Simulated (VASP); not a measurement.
The system is Ag.

```
Ag
1.0
     0.00000    2.04275    2.04275
     2.04275    0.00000    2.04275
     2.04275    2.04275    0.00000
Ag
1
Direct
  0.00000 0.00000 0.00000
```

- Program: VASP 6.6.1
- Task: relaxation of cell and atoms
- Functional: LDA
- Potentials or basis: VASP PAW LDA potentials, release 64 (Ag)
- Cutoff: 600 eV
- k mesh: 9 × 9 × 9
- Occupations: fermi-dirac, width 0.1 eV
- Spin: no spin polarisation

At the start: pressure -7.3 GPa; volume 17.05 Å³/atom.

How do energy, volume and symmetry change on relaxing?

Over 3 steps the energy falls by 25.4 meV/atom and the volume is 16.02 Å³/atom (-6.0 %); space group Fm-3m (No. 225, to 0.05 Å).

The path:
```
step  energy change (eV)  largest force (eV/Å)  pressure (GPa)  volume (Å³)
   1              0.0000                0.0000           -7.34        17.05
   2             -0.0048                0.0000            8.56        15.19
   3             -0.0254                0.0000           -0.07        16.02
```

Final structure:
```xyz
1
Lattice="0.0000 2.0009 2.0009 2.0009 0.0000 2.0009 2.0009 2.0009 0.0000" Properties=species:S:1:pos:R:3 pbc="T T T"
Ag    0.0000    0.0000    0.0000
```
